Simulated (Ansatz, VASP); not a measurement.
**Pd in VASP and in Ansatz**

```xyz
5
Lattice="2.7155 0.0000 0.0000 -1.3577 2.3517 0.0000 0.0000 0.0000 24.8687" Properties=species:S:1:pos:R:3 pbc="T T T"
Pd    2.0366    0.3919    8.0104
Pd   -0.6789    1.9597   10.2288
Pd    0.6789    1.1758   12.4343
Pd    2.0366    0.3919   14.6399
Pd   -0.6789    1.9597   16.8583
```

Alike in both runs: functional LDA; k mesh 15 × 15 × 1; occupations fermi-dirac, width 0.05 eV; no spin polarisation.

Ansatz relaxed the structure, and its values are those at the end. VASP's run is a single point on that final structure, the one shown.

|  | VASP | Ansatz |
| --- | --- | --- |
| version | VASP 6.6.1 | Ansatz 0.2.0 |
| potentials or method | VASP PAW LDA potentials, release 64 (Pd) | PAW with Ansatz's default frozen-core files, scalar-relativistic |
| plane-wave cutoff (eV) | 520 | 420 |
| valence electrons in the cell | 50 | 90 |

Ansatz gave:

```
rms of the force components (eV/Å) : 0.000
```

Q: Estimate VASP's values.

A: rms of the force components (eV/Å): 0.003.

LDA's correlation is that of Perdew and Zunger in VASP and of Perdew and Wang (1992) in Ansatz. VASP's potentials hold 50 valence electrons a cell and Ansatz's 90, so a difference there can come from the potentials and not from the codes. Ansatz's warnings: stress scf threshold loose.
